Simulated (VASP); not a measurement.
Here is a VASP 6.6.1 calculation.

The input INCAR:

```
SYSTEM = TaN
PREC     = Accurate       ! precision mode
ENCUT    = 520            ! plane-wave cutoff, eV
EDIFF    = 1E-6           ! SCF threshold, eV
ISMEAR   = 0              ! smearing method
SIGMA    = 0.1            ! smearing width, eV
LREAL    = .FALSE.        ! projectors in reciprocal space
LASPH    = .TRUE.         ! aspherical terms in the spheres
NELM     = 80             ! most SCF steps
ALGO     = Normal         ! electronic algorithm
ISIF     = 2              ! what is computed and relaxed
LWAVE    = .FALSE.        ! write WAVECAR
LCHARG   = .FALSE.        ! write CHGCAR
GGA      = PS             ! functional
NBANDS   = 15             ! bands
```

File KPOINTS:

```
regular mesh
0
G
  24 24 18
  0 0 0
```

Contents of POSCAR:

```
TaN
1.0
    2.7924095377      0.0000000000      0.0000000000
   -1.3962047689      2.4182975974      0.0000000000
    0.0000000000      0.0000000000      2.9482372890
Ta N
1 1
Direct
    0.3333333333      0.6666666667      0.5000000000
    0.0000000000      0.0000000000      0.0000000000
```

Potentials or basis: VASP PAW PBE potentials, release 64 (Ta_pv, N).

Run with:

```console
$ cat potpaw_PBE.64/Ta_pv/POTCAR potpaw_PBE.64/N/POTCAR > POTCAR
$ mpirun -np 1 vasp_std > vasp.out
```

Question: Predict the band gap on the k mesh.

Answer: Zero (bands 8 and 9 overlap by 0.53 eV).

Question: What does it give for the pressure?

Answer: 27.2 GPa.

Stress tensor (GPa, compression positive):
```
43.69  0.00  0.00
 0.00 43.69  0.00
 0.00  0.00 -5.81
```

Caveat: the cell differs from its parent crystal (biaxial strain in the a-b plane: -4.5 %); the cell stands under pressure; the PAW data sets were made with another functional, which shifts forces and pressure a little; spin-orbit coupling is left out, which moves the levels of the heavy elements.
